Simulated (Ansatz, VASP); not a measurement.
**Tl in VASP and in Ansatz**

```
Tl
1.0
    -1.87060    1.87060    1.87060
     1.87060   -1.87060    1.87060
     1.87060    1.87060   -1.87060
Tl
1
Direct
  0.00000 0.00000 0.00000
```

Alike in both runs: task single point; functional LDA; k mesh 13 × 13 × 13; occupations fermi-dirac, width 0.1 eV; no spin polarisation.

```csv
,VASP,Ansatz
version,VASP 6.6.1,Ansatz 0.2.0
potentials or method,"VASP PAW LDA potentials, release 64 (Tl_d), cutoff 520 eV","plane waves (420 eV) with PAW, scalar-relativistic"
valence electrons in the cell,13,13
```

|  | VASP | Ansatz | Ansatz less VASP |
| --- | --- | --- | --- |
| pressure (GPa) | 2.1 | 2.0 | -0.11 |

Ansatz warns that its potentials were made for another functional, while VASP's fit it. LDA's correlation is that of Perdew and Zunger in VASP and of Perdew and Wang (1992) in Ansatz.

Neither program's run includes spin-orbit coupling.
